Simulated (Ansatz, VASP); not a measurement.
## Two plane-wave programs on MgI2

```xyz
3
Lattice="4.1487 0.0000 0.0000 -2.0744 3.5929 0.0000 0.0000 0.0000 6.8054" Properties=species:S:1:pos:R:3 pbc="T T T"
Mg    0.0000    0.0000    0.0000
I     0.0000    2.3953    5.2727
I     2.0744    1.1976    1.5327
```

Alike in both runs: task single point; functional LDA; k mesh 6 × 6 × 4; occupations gaussian, width 0.05 eV; no spin polarisation.

|  | VASP | Ansatz |
| --- | --- | --- |
| version | VASP 6.6.1 | Ansatz 0.2.0 |
| potentials or method | VASP PAW LDA potentials, release 64 (Mg, I), cutoff 520 eV | scalar-relativistic, plane waves, PAW |
| valence electrons in the cell | 16 | 44 |

|  | VASP | Ansatz | Ansatz less VASP |
| --- | --- | --- | --- |
| gap on the k mesh at the Fermi level (eV) | 3.31 | 3.33 | +0.018 |
| least direct gap on the mesh (eV) | 3.55 | 3.54 | -0.011 |
| pressure (GPa) | 0.8 | 0.9 | +0.08 |
| traceless stress, the component that is largest in VASP (GPa) | 1.23 | 1.20 | -0.030 |
| rms of the force components (eV/Å) | 0.273 | 0.276 | +0.0034 |

LDA's correlation is that of Perdew and Zunger in VASP and of Perdew and Wang (1992) in Ansatz. Atom by atom the forces differ by 0.003 eV/Å (rms over components). VASP's potentials hold 16 valence electrons a cell and Ansatz's 44, so a difference there can come from the potentials and not from the codes.

Spin-orbit coupling is off throughout.
